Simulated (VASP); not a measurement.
Set up this calculation in VASP 6.6.1, as the native input.

```yaml
Task: single point
Functional: PBE
Potentials_or_basis: VASP PAW PBE potentials, release 64 (C)
Cutoff: 520 eV
k_mesh: 12 × 12 × 4
Occupations: gaussian, width 0.05 eV
Spin: no spin polarisation
Dipole_correction: no
Further_INCAR_settings: ALGO = Normal; EDIFF = 1e-07; NBANDS = 26
```

The structure of C lies in POSCAR:

```
C
1.0
    2.5180642186      0.0000000000      0.0000000000
   -1.2590321093      2.1807075817      0.0000000000
    0.0000000000      0.0000000000      8.3046919353
C
8
Direct
   -0.0251715497     -0.0319162462      0.0929732494
    0.0251715497      0.0319162462      0.5929732494
    0.0251715497      0.0319162462      0.4070267506
   -0.0251715497     -0.0319162462      0.9070267506
    0.3127211113      0.6405314164      0.1555299995
    0.6872788887      0.3594685836      0.6555299995
    0.3539455554      0.6928019170      0.3444700005
    0.6460544446      0.3071980830      0.8444700005
```

This cell differs from its parent crystal: atoms displaced along several vibrational modes.

The input as run:

INCAR

```
  PREC = Accurate
  ENCUT = 520
  EDIFF = 1E-7
  ISMEAR = 0
  SIGMA = 0.05
  LREAL = F
  LASPH = T
  NELM = 100
  ALGO = Normal
  ISIF = 2
  LWAVE = F
  LCHARG = F
  GGA = PE
  NBANDS = 26
```

KPOINTS

```
Automatic mesh
0
Gamma
  12 12 4
```

Potentials or basis: VASP PAW PBE potentials, release 64 (C).

Run with:

```bash
$ cat potpaw_PBE.64/C/POTCAR > POTCAR
$ mpirun -np 1 vasp_std > vasp.out
```

Results of the run:

* Pressure: 0.7 GPa
* Largest force: 0.506 eV/Å
* Band gap on the k mesh: 4.53 eV (least direct gap 5.31 eV)

Caveat: the cell differs from its parent crystal (atoms displaced along several vibrational modes).

Run time: 94 s on 1 thread of AMD EPYC 9R45 96-Core Processor (Zen 5), with other jobs on the host, peak memory 0.25 GiB.
